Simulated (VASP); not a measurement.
# GaN (rocksalt type) (Fm-3m) in VASP: relaxation of cell and atoms with PBE

Aim: the relaxation of cell and atoms of GaN (rocksalt type) with PBE.

Program: VASP 6.6.1. These are calculated values, not measurements. Logs are shortened: lines on timing, memory, paths and dates and some standing lists are left out, and cuts for length are marked.

**1. The cell of the first run**

It takes space group Fm-3m (No. 225, cubic). The conventional cell has a = 4.309 Å, b = 4.309 Å, c = 4.309 Å, α = 90.00°, β = 90.00°, γ = 90.00°. Ga (site symmetry m-3m) has 6 N at 2.15 Å within 2.9 Å. Within 2.9 Å of N (site symmetry m-3m) lie 6 Ga at 2.15 Å.

**2. Relaxation of cell and atoms, PBE**

Contents of INCAR:

```
SYSTEM = GaN
ALGO = Normal ; EDIFF = 1E-6
EDIFFG = -0.005 ; ENCUT = 600
GGA = PE ; IBRION = 2
ISIF = 3 ; ISMEAR = -1
LASPH = .True. ; LCHARG = .False.
LREAL = .False. ; LWAVE = .False.
NELM = 60 ; NSW = 60
PREC = Accurate ; SIGMA = 0.05
```

Contents of KPOINTS:

```
k-points
0
Gamma
  16 16 16
  0 0 0
```

Contents of POSCAR:

```
GaN
1.0
    0.0000000000      2.1544346900      2.1544346900
    2.1544346900      0.0000000000      2.1544346900
    2.1544346900      2.1544346900      0.0000000000
Ga N
1 1
Direct
    0.0000000000      0.0000000000      0.0000000000
    0.5000000000      0.5000000000      0.5000000000
```

Potentials or basis: VASP PAW PBE potentials, release 64 (Ga_d, N).

Launch:

```bash
$ cat potpaw_PBE.64/Ga_d/POTCAR potpaw_PBE.64/N/POTCAR > POTCAR
$ mpirun -np 1 vasp_std > vasp.out
```

OUTCAR:

```text
SYSTEM = GaN
   EDIFF = 1E-6
   EDIFFG = -0.005
   ENCUT = 600
   GGA = PE
   IBRION = 2
   ISIF = 3
   ISMEAR = -1
   LASPH = .True.
   LREAL = .False.
   NELM = 60
   NSW = 60
   PREC = Accurate

 ion  position               nearest neighbor table
   1  0.000  0.000  0.000-   2 2.15   2 2.15   2 2.15   2 2.15   2 2.15   2 2.15
   2  0.500  0.500  0.500-   1 2.15   1 2.15   1 2.15   1 2.15   1 2.15   1 2.15

  LATTYP: Found a face centered cubic cell.
 ALAT       =     4.3088693800

  Lattice vectors:

 A1 = (   0.0000000000,   2.1544346900,   2.1544346900)
 A2 = (   2.1544346900,   0.0000000000,   2.1544346900)
 A3 = (   2.1544346900,   2.1544346900,   0.0000000000)

Analysis of symmetry for initial positions (statically):
=====================================================================
 Subroutine PRICEL returns:
 Original cell was already a primitive cell.

 Routine SETGRP: Setting up the symmetry group for a
 face centered cubic supercell.

 Subroutine GETGRP returns: Found 48 space group operations
 (whereof 48 operations were pure point group operations)
 out of a pool of 48 trial point group operations.

The static configuration has the point symmetry O_h .

Analysis of symmetry for dynamics (positions and initial velocities):
=====================================================================
 Subroutine PRICEL returns:
 Original cell was already a primitive cell.

 Routine SETGRP: Setting up the symmetry group for a
 face centered cubic supercell.

 Subroutine GETGRP returns: Found 48 space group operations
 (whereof 48 operations were pure point group operations)
 out of a pool of 48 trial point group operations.

The dynamic configuration has the point symmetry O_h .

 Subroutine INISYM returns: Found 48 space group operations
 (whereof 48 operations are pure point group operations),
 and found     1 'primitive' translations

----------------------------------------------------------------------------------------

                                     Primitive cell

  volume of cell :      20.0000

  direct lattice vectors                    reciprocal lattice vectors
     0.000000000  2.154434690  2.154434690    -0.232079442  0.232079442  0.232079442
     2.154434690  0.000000000  2.154434690     0.232079442 -0.232079442  0.232079442
     2.154434690  2.154434690  0.000000000     0.232079442  0.232079442 -0.232079442

  length of vectors
     3.046830758  3.046830758  3.046830758     0.401973384  0.401973384  0.401973384

  position of ions in fractional coordinates (direct lattice)
     0.000000000  0.000000000  0.000000000
     0.500000000  0.500000000  0.500000000

  ion indices of the primitive-cell ions
   primitive index   ion index
                 1           1
                 2           2

----------------------------------------------------------------------------------------

 KPOINTS: k-points

Automatic generation of k-mesh.
 Grid dimensions read from file:
 generate k-points for:   16   16   16

 Generating k-lattice:

  Cartesian coordinates                     Fractional coordinates (reciprocal lattice)
    -0.014504965  0.014504965  0.014504965     0.062500000  0.000000000  0.000000000
     0.014504965 -0.014504965  0.014504965     0.000000000  0.062500000  0.000000000
     0.014504965  0.014504965 -0.014504965     0.000000000  0.000000000  0.062500000

  Length of vectors
     0.025123337  0.025123337  0.025123337

  Shift w.r.t. Gamma in fractional coordinates (k-lattice)
     0.000000000  0.000000000  0.000000000

 Subroutine IBZKPT returns following result:
 ===========================================

 Found    145 irreducible k-points:

 Following reciprocal coordinates:
            Coordinates               Weight
  0.000000  0.000000  0.000000      1.000000
  0.062500  0.000000  0.000000      8.000000
  0.125000  0.000000  0.000000      8.000000
  0.187500  0.000000  0.000000      8.000000
  0.250000  0.000000  0.000000      8.000000
  0.312500  0.000000  0.000000      8.000000
[... 16 lines left out ...]
 -0.125000  0.062500  0.000000     24.000000
 -0.062500  0.062500  0.000000     12.000000
 [... further k-points ...]
   k-points           NKPTS =    145   k-points in BZ     NKDIM =    145   number of bands    NBANDS=     13
   number of dos      NEDOS =    301   number of ions     NIONS =      2
   total plane-waves  NPLWV =  13824
   dimension x,y,z NGX =    24 NGY =   24 NGZ =   24
   dimension x,y,z NGXF=    48 NGYF=   48 NGZF=   48
   ions per type =               1   1
   NGX,Y,Z   is equivalent  to a cutoff of  13.10, 13.10, 13.10 a.u.
   NGXF,Y,Z  is equivalent  to a cutoff of  26.19, 26.19, 26.19 a.u.
 SYSTEM =  GaN
   PREC   = accura    normal or accurate (medium, high low for compatibility)
   ISTART =      0    job   : 0-new  1-cont  2-samecut
   ICHARG =      2    charge: 1-file 2-atom 10-const
   ISPIN  =      1    spin polarized calculation?
   LNONCOLLINEAR =      F non collinear calculations
   LSORBIT =      F    spin-orbit coupling
   LASPH  =      T    aspherical Exc in radial PAW
   ENCUT  =  600.0 eV  44.10 Ry    6.64 a.u.   6.09  6.09  6.09*2*pi/ulx,y,z
   NELM   =     60;   NELMIN=  2; NELMDL= -5     # of ELM steps
   EDIFF  = 0.1E-05   stopping-criterion for ELM
   LREAL  =      F    real-space projection
   EDIFFG = -.5E-02   stopping-criterion for IOM
   NSW    =     60    number of steps for IOM
   IBRION =      2    ionic relax: 0-MD 1-quasi-New 2-CG
   NFREE  =      1    steps in history (QN), initial steepest desc. (CG)
   ISIF   =      3    stress and relaxation
   ISYM   =      2    0-nonsym 1-usesym 2-fastsym
   POTIM  = 0.5000    time-step for ionic-motion
   TEBEG  =    0.0;   TEEND  =   0.0 temperature during run
   PSTRESS=    0.0 pullay stress
   NELECT =      18.0000    total number of electrons
   NUPDOWN=      -1.0000    fix difference up-down
   EMIN   =  10.00;   EMAX   =-10.00  energy-range for DOS
   EFERMI =   0.00;   METHOD = LEGACY
   ISMEAR =    -1;   SIGMA  =   0.05  broadening in eV -4-tet -1-fermi 0-gaus
   EFERMI_NEDOS =   21; number of points for ismear=-14 and -15
   IALGO  =     38    algorithm
   IMIX   =      4    mixing-type and parameters
     AMIX     =   0.40;   BMIX     =  1.00
     AMIX_MAG =   1.60;   BMIX_MAG =  1.00
  volume/ion in A,a.u.               =      10.00        67.48
  Fermi-wavevector in a.u.,A,eV,Ry     =   1.580601  2.986903 33.991441  2.498300
  Thomas-Fermi vector in A             =   2.680804
   LORBIT       =      0    0 simple, 1 ext, 2 COOP (PROOUT), +10 PAW based schemes
   GGA     = PE    functional components
   LHFCALC =     F    Hartree Fock is set to
   AEXX    =    0.0000 exact exchange contribution
   IVDW    =     0    specifies the selected vdW correction
   LEPSILON=     F    determine dielectric tensor
   LRPA    =     F    only Hartree local field effects (RPA)
 conjugate gradient relaxation of ions
 non-spin polarized calculation
  energy-cutoff  :      600.00
  volume of cell :       20.00
 maximum number of plane-waves:       692
   NGX = 13   NGY = 13   NGZ = 13

--------------------------------------- Ionic step        1  -------------------------------------------

 number of electron      17.9999994 magnetization

 Free energy of the ion-electron system (eV)
  ---------------------------------------------------
  ext. energy  EPLUGINS =         0.00000000
  ---------------------------------------------------
  free energy    TOTEN  =       -11.20132597 eV

  energy without entropy =      -11.20111601  energy(sigma->0) =      -11.20122099

------------------------ aborting loop because EDIFF is reached ----------------------------------------

  FORCE on cell =-STRESS in cart. coord.  units (eV):
  Direction    XX          YY          ZZ          XY          YZ          ZX
  --------------------------------------------------------------------------------------
  -------------------------------------------------------------------------------------
  Total       -0.6307178     -0.6307178     -0.6307178     -0.0000000     -0.0000000      0.0000000
  in kB      -50.5260881    -50.5260881    -50.5260881     -0.0000000     -0.0000000      0.0000000
  external PRESSURE =     -50.5260881 kB  Pullay stress =       0.0000000 kB
[... 237 lines left out ...]
  energy  without entropy=      -11.2094434778  energy(sigma->0) =      -11.20948054

--------------------------------------- Ionic step        8  -------------------------------------------

 number of electron      18.0000005 magnetization

 Free energy of the ion-electron system (eV)
  ---------------------------------------------------
  ext. energy  EPLUGINS =         0.00000000
  ---------------------------------------------------
  free energy    TOTEN  =       -11.20952916 eV

  energy without entropy =      -11.20945811  energy(sigma->0) =      -11.20949363

 E-fermi :   7.7775     XC(G=0): -12.8979

 val. band max:        7.5049407694   @ k =  -0.1875   0.1875   0.0000
 cond. band min:       7.8942894309   @ k =   0.5000   0.5000   0.0000
 fundamental gap:      0.3893486616
 Fermi energy:         7.7774651622

 k-point     1 :       0.0000    0.0000    0.0000
  band No.  band energies     occupation
      1      -9.4849      2.00000
      2      -6.5004      2.00000
      3      -6.5004      2.00000
      4      -6.5004      2.00000
      5      -6.4136      2.00000
      6      -6.4136      2.00000
      7       7.0246      2.00000
      8       7.0246      2.00000
      9       7.0246      2.00000
     10       9.3765      0.00000
     11      22.0394      0.00000
     12      22.0394      0.00000
     13      22.0394      0.00000
[... 353 lines left out ...]
 k-point    24 :      -0.0625    0.0625    0.0000
  band No.  band energies     occupation
      1      -9.2897      2.00000
      2      -6.5083      2.00000
      3      -6.4903      2.00000
      4      -6.4892      2.00000
      5      -6.4390      2.00000
      6      -6.4122      2.00000
      7       5.8598      2.00000
      8       6.8228      2.00000
      9       7.1442      1.99999
     10      10.4455      0.00000
     11      19.8093      0.00000
     12      20.4189      0.00000
     13      21.4400      0.00000

 [... further k-points ...]

------------------------ aborting loop because EDIFF is reached ----------------------------------------

  FORCE on cell =-STRESS in cart. coord.  units (eV):
  Direction    XX          YY          ZZ          XY          YZ          ZX
  --------------------------------------------------------------------------------------
  -------------------------------------------------------------------------------------
  Total        0.0026764      0.0026764      0.0026764      0.0000000     -0.0000000      0.0000000
  in kB        0.2199833      0.2199833      0.2199833      0.0000000     -0.0000000      0.0000000
  external PRESSURE =       0.2199833 kB  Pullay stress =       0.0000000 kB
[... 17 lines left out ...]
  FREE ENERGIE OF THE ION-ELECTRON SYSTEM (eV)
  ---------------------------------------------------
  free  energy   TOTEN  =       -11.2095291601 eV

  energy  without entropy=      -11.2094581076  energy(sigma->0) =      -11.20949363

 reached required accuracy - stopping structural energy minimisation
```

It took 1.7 min on 1 thread of AMD EPYC 9R45 (Zen 5), shared host; peak memory 0.15 GiB.

Results:

```yaml
Free_energy: -11.2095 eV
Relaxed_volume: 9.75 Å³/atom
Relaxed_cell: a = 3.021 Å, b = 3.021 Å, c = 3.021 Å, α = 60.00°, β = 60.00°, γ = 60.00°
Space_group_after_relaxing_to_0.05_Å: Fm-3m (No. 225)
Energy_gained_by_relaxing: 4.1 meV/atom
Ionic_steps: 8
Pressure_after_relaxing: 0.0 GPa
Band_gap_on_the_k_mesh: 0.39 eV, indirect (least direct gap 2.35 eV)
```

Step by step:
| step | energy change (eV) | largest force (eV/Å) | pressure (GPa) | volume (Å³) |
| --- | --- | --- | --- | --- |
| 1 | 0.0000 | 0.0000 | -5.05 | 20.00 |
| 2 | -0.0029 | 0.0000 | 4.36 | 19.10 |
| 3 | -0.0082 | 0.0000 | -0.60 | 19.49 |
| 4 | -0.0081 | 0.0000 | 0.59 | 19.45 |
| 5 | -0.0082 | 0.0000 | 0.19 | 19.47 |
| 6 | -0.0082 | 0.0000 | 0.19 | 19.48 |
| 7 | -0.0082 | 0.0000 | -0.26 | 19.51 |
| 8 | -0.0082 | 0.0000 | 0.02 | 19.49 |

Final structure:
```
Ga N
1.0
     0.00000    2.13606    2.13606
     2.13606    0.00000    2.13606
     2.13606    2.13606    0.00000
Ga N
1 1
Direct
  0.00000 0.00000 0.00000
  0.50000 0.50000 0.50000
```

Levels at points of the mesh, in eV from the valence-band top:
| k point | band 6 | band 7 | band 8 | band 9 | band 10 | band 11 | band 12 | band 13 |
| --- | --- | --- | --- | --- | --- | --- | --- | --- |
| (0.00, 0.00, 0.00) | -13.92 | -0.48 | -0.48 | -0.48 | 1.87 | 14.53 | 14.53 | 14.53 |
| (0.50, 0.00, 0.00) | -13.80 | -8.09 | -0.17 | -0.17 | 4.56 | 8.91 | 8.91 | 8.98 |
| (0.50, 0.50, 0.00) | -11.06 | -6.88 | -2.93 | -2.93 | 0.39 | 7.79 | 11.60 | 14.09 |
